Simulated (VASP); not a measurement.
# VO2 (P4_2/mnm) in VASP: settings compared, part 2 of 2

VASP 6.6.1. Earlier steps stand in the parts before.

## 3. Single point, PBEsol+D3(BJ), collinear spin, ferromagnetic start

File INCAR:

```
ALGO = Normal
EDIFF = 1E-6
ENCUT = 600
GGA = PS
GGA_COMPAT = F
ISIF = 2
ISMEAR = -1
ISPIN = 2
IVDW = 12
LASPH = T
LCHARG = F
LMAXMIX = 4
LORBIT = 11
LREAL = F
LWAVE = F
MAGMOM = 2 2 0 0 0 0
NBANDS = 38
NELM = 200
PREC = Accurate
SIGMA = 0.05
```

File KPOINTS:

```
k-points
0
Gamma
  6 6 9
```

File POSCAR:

```
VO2
1.0
    4.5665141372      0.0000000000      0.0000000000
    0.0000000000      4.5665141372      0.0000000000
    0.0000000000      0.0000000000      3.0845131470
V O
2 4
Direct
    0.5000000000      0.5000000000      0.5000000000
    0.0000000000      0.0000000000      0.0000000000
    0.2003580000      0.7996420000      0.5000000000
    0.7996420000      0.2003580000      0.5000000000
    0.7003580000      0.7003580000      0.0000000000
    0.2996420000      0.2996420000      0.0000000000
```

Potentials or basis: VASP PAW PBE potentials, release 64 (V_sv, O).

On the command line:

```bash
cat potpaw_PBE.64/V_sv/POTCAR potpaw_PBE.64/O/POTCAR > POTCAR
mpirun -np 1 vasp_std > vasp.out
```

OUTCAR:

```text
EDIFF = 1E-6
   ENCUT = 600
   GGA = PS
   ISIF = 2
   ISMEAR = -1
   ISPIN = 2
   IVDW = 12
   LASPH = T
   LORBIT = 11
   LREAL = F
   NELM = 200
   PREC = Accurate
 IVDW          = 12

 ion  position               nearest neighbor table
   1  0.500  0.500  0.500-   3 1.94   4 1.94   5 2.01   6 2.01   5 2.01   6 2.01
   2  0.000  0.000  0.000-   5 1.94   6 1.94   3 2.01   4 2.01   3 2.01   4 2.01
   3  0.200  0.800  0.500-   1 1.94   2 2.01   2 2.01
   4  0.800  0.200  0.500-   1 1.94   2 2.01   2 2.01
   5  0.700  0.700  0.000-   2 1.94   1 2.01   1 2.01
   6  0.300  0.300  0.000-   2 1.94   1 2.01   1 2.01

  LATTYP: Found a simple tetragonal cell.
 ALAT       =     4.5665141372
 C/A-ratio  =     0.6754633960

  Lattice vectors:

 A1 = (   4.5665141372,   0.0000000000,   0.0000000000)
[... 2144 lines left out ...]
  FORCE on cell =-STRESS in cart. coord.  units (eV):
  Direction    XX          YY          ZZ          XY          YZ          ZX
  --------------------------------------------------------------------------------------
  -------------------------------------------------------------------------------------
  Total      -7.88322    -7.88322   -15.11030    -0.00000     0.00000     0.00000
  in kB    -196.36214  -196.36214  -376.38070    -0.00000     0.00000     0.00000
  external pressure =     -256.37 kB  Pullay stress =        0.00 kB

 VOLUME and BASIS-vectors are now :
 -----------------------------------------------------------------------------
  energy-cutoff  :      600.00
  volume of cell :       64.32
      direct lattice vectors                 reciprocal lattice vectors
     4.566514137  0.000000000  0.000000000     0.218985416  0.000000000  0.000000000
     0.000000000  4.566514137  0.000000000     0.000000000  0.218985416  0.000000000
     0.000000000  0.000000000  3.084513147     0.000000000  0.000000000  0.324200272

 POSITION                                       TOTAL-FORCE (eV/Angst)
 -----------------------------------------------------------------------------------
      2.28326      2.28326      1.54226         0.000000      0.000000      0.000000
      0.00000      0.00000      0.00000         0.000000      0.000000      0.000000
      0.91494      3.65158      1.54226        -0.208911      0.208911      0.000000
      3.65158      0.91494      1.54226         0.208911     -0.208911      0.000000
      3.19819      3.19819      0.00000        -0.208911     -0.208911      0.000000
      1.36832      1.36832      0.00000         0.208911      0.208911      0.000000
 -----------------------------------------------------------------------------------
    total drift:                                0.000000      0.000000      0.000000

  FREE ENERGIE OF THE ION-ELECTRON SYSTEM (eV)
  ---------------------------------------------------
  free  energy   TOTEN  =       -55.0115257579 eV

  energy  without entropy=      -54.9659460697  energy(sigma->0) =      -54.98873591

 total charge

# of ion       s       p       d       tot
------------------------------------------
    1        2.257   6.278   2.798  11.333
    2        2.257   6.278   2.798  11.333
    3        1.560   3.413   0.000   4.973
    4        1.560   3.413   0.000   4.973
    5        1.560   3.413   0.000   4.973
    6        1.560   3.413   0.000   4.973
--------------------------------------------------
tot         10.755  26.206   5.595  42.556

 magnetization (x)

# of ion       s       p       d       tot
------------------------------------------
    1        0.015   0.011   1.069   1.095
    2        0.015   0.011   1.069   1.095
    3       -0.002  -0.074   0.000  -0.076
    4       -0.002  -0.074   0.000  -0.076
    5       -0.002  -0.074   0.000  -0.076
    6       -0.002  -0.074   0.000  -0.076
--------------------------------------------------
tot          0.020  -0.273   2.138   1.885
```

It took 1.8 min on 1 thread of Intel Xeon 6975P-C (Granite Rapids), shared host; peak memory 0.35 GiB.

Results:

```
Free energy                                           : -55.0115 eV
Pressure                                              : -25.6 GPa
Largest force                                         : 0.295 eV/Å
Band gap on the k mesh                                : zero (filled and empty bands overlap)
Net moment                                            : 2.00 μB per cell
Site moments                                          : V +1.09; O -0.08 μB
Valence electrons inside the program's atomic spheres : V 11.33; O 4.97
Dispersion energy per atom                            : -0.184 eV
```

Forces in eV/Å, atoms in the order of the input:
```
V    0.000  0.000  0.000
V    0.000  0.000  0.000
O   -0.209  0.209  0.000
O    0.209 -0.209  0.000
O   -0.209 -0.209  0.000
O    0.209  0.209  0.000
```

Stress tensor (GPa, compression positive):
```
-19.64   0.00   0.00
  0.00 -19.64   0.00
  0.00   0.00 -37.64
```

Levels at points of the mesh, in eV from the Fermi level:
Spin up:
```tsv
k point	band 22	band 23	band 24	band 25	band 26	band 27	band 28	band 29	band 30	band 31
(0.00, 0.00, 0.00)	-1.44	-1.44	-0.93	-0.74	-0.48	-0.34	-0.32	-0.32	1.69	1.81
(0.50, 0.00, 0.00)	-3.17	-1.68	-1.68	-0.14	-0.14	0.37	0.37	0.88	0.88	3.27
(0.50, 0.50, 0.00)	-2.65	-2.27	-2.27	-0.69	-0.69	-0.29	-0.29	1.28	1.28	3.04
```
Spin down:
```tsv
k point	band 20	band 21	band 22	band 23	band 24	band 25	band 26	band 27	band 28	band 29
(0.00, 0.00, 0.00)	-3.54	-1.96	-1.58	-1.58	-1.12	0.61	0.72	0.78	0.84	0.84
(0.50, 0.00, 0.00)	-4.17	-3.07	-3.07	-1.82	-1.82	1.12	1.12	1.45	1.45	1.80
(0.50, 0.50, 0.00)	-3.12	-2.72	-2.72	-2.34	-2.34	0.60	0.60	0.87	0.87	2.06
```

Caveat: the stress differs along the axes, from -38 to -20 GPa; the PAW data sets were made with another functional, which shifts forces and pressure a little; semilocal functionals often make such compounds metallic where correlation or magnetic order opens a gap, which also shifts bond lengths.

## 4. Single point, PBEsol+D3(BJ), collinear spin, ferromagnetic start

This run uses another cell than the first one, of 10.93 Å³/atom.

File INCAR:

```
ALGO = Normal ; EDIFF = 1E-6
ENCUT = 600 ; GGA = PS
GGA_COMPAT = False ; ISIF = 2
ISMEAR = -1 ; ISPIN = 2
IVDW = 12 ; LASPH = True
LCHARG = False ; LMAXMIX = 4
LORBIT = 11 ; LREAL = False
LWAVE = False ; MAGMOM = 2 2 0 0 0 0
NBANDS = 38 ; NELM = 200
PREC = Accurate ; SIGMA = 0.05
```

KPOINTS is that of step 3.

POSCAR: that of step 3 with these lines changed.

```diff
@@ -2,5 +2,5 @@
 1.0
-    4.5665141372      0.0000000000      0.0000000000
-    0.0000000000      4.5665141372      0.0000000000
-    0.0000000000      0.0000000000      3.0845131470
+    4.5956009987      0.0000000000      0.0000000000
+    0.0000000000      4.5956009987      0.0000000000
+    0.0000000000      0.0000000000      3.1041602572
 V O
```

On the command line:

```bash
cat potpaw_PBE.64/V_sv/POTCAR potpaw_PBE.64/O/POTCAR > POTCAR
mpirun -np 1 vasp_std > vasp.out
```

Run time: 2.3 min. Hardware: 1 thread of Intel Xeon 6975P-C (Granite Rapids), shared host; peak memory 0.38 GiB.

The run converged. Its results:

| Property | Result |
| --- | --- |
| Free energy | -54.8069 eV |
| Pressure | -28.3 GPa |
| Largest force | 0.300 eV/Å |
| Band gap on the k mesh | zero (filled and empty bands overlap) |
| Net moment | 2.00 μB per cell |
| Site moments | V +1.10; O -0.08 μB |
| Valence electrons inside the program's atomic spheres | V 11.30; O 4.96 |
| Dispersion energy per atom | -0.181 eV |

Forces in eV/Å, atoms in the order of the input:
```
V    0.000  0.000  0.000
V    0.000  0.000  0.000
O   -0.212  0.212  0.000
O    0.212 -0.212  0.000
O   -0.212 -0.212  0.000
O    0.212  0.212  0.000
```

Stress tensor (GPa, compression positive):
```
-22.51   0.00   0.00
  0.00 -22.51   0.00
  0.00   0.00 -39.92
```

Levels at points of the mesh, in eV from the Fermi level:
Spin up:
| k point | band 23 | band 24 | band 25 | band 26 | band 27 | band 28 | band 29 | band 30 |
| --- | --- | --- | --- | --- | --- | --- | --- | --- |
| (0.00, 0.00, 0.00) | -1.37 | -0.87 | -0.72 | -0.47 | -0.32 | -0.31 | -0.31 | 1.63 |
| (0.50, 0.00, 0.00) | -1.60 | -1.60 | -0.14 | -0.14 | 0.37 | 0.37 | 0.87 | 0.87 |
| (0.50, 0.50, 0.00) | -2.20 | -2.20 | -0.67 | -0.67 | -0.28 | -0.28 | 1.26 | 1.26 |
Spin down:
```
           k point  band 22  band 23  band 24  band 25  band 26  band 27
(0.00, 0.00, 0.00)    -1.53    -1.53    -1.08     0.66     0.75     0.80
(0.50, 0.00, 0.00)    -2.99    -1.76    -1.76     1.15     1.15     1.44
(0.50, 0.50, 0.00)    -2.65    -2.29    -2.29     0.64     0.64     0.89
```

Caveat: the stress differs along the axes, from -40 to -23 GPa; the PAW data sets were made with another functional, which shifts forces and pressure a little; semilocal functionals often make such compounds metallic where correlation or magnetic order opens a gap, which also shifts bond lengths.

## 5. Summary

| level | cell | gap on the mesh (eV) | pressure (GPa) | moment (μB) | largest force (eV/Å) |
| --- | --- | --- | --- | --- | --- |
| SVWN5 | a = 4.567, b = 4.567, c = 3.085 Å, 6 atoms | none | -29.0 | 2.00 | 0.33 |
| PBEsol+D3(BJ) | a = 4.567, b = 4.567, c = 3.085 Å, 6 atoms | none | -25.6 | 2.00 | 0.30 |
| PBEsol+D3(BJ) | a = 4.596, b = 4.596, c = 3.104 Å, 6 atoms | none | -28.3 | 2.00 | 0.30 |

Alike in all rows: task single point; potentials or basis VASP PAW PBE potentials, release 64 (V_sv, O); spin collinear, ferromagnetic start; k mesh 6 × 6 × 9; cutoff (eV) 600; smearing fermi-dirac 0.05 eV.

Caveats: the PAW data sets were made with another functional, which shifts forces and pressure a little; semilocal functionals often make such compounds metallic where correlation or magnetic order opens a gap, which also shifts bond lengths; the stress differs along the axes, from -42 to -23 GPa (at least some runs); the stress differs along the axes, from -38 to -20 GPa (at least some runs); the stress differs along the axes, from -40 to -23 GPa (at least some runs).

Total energies depend on the potentials used, so only differences within one code and one set of settings carry meaning.
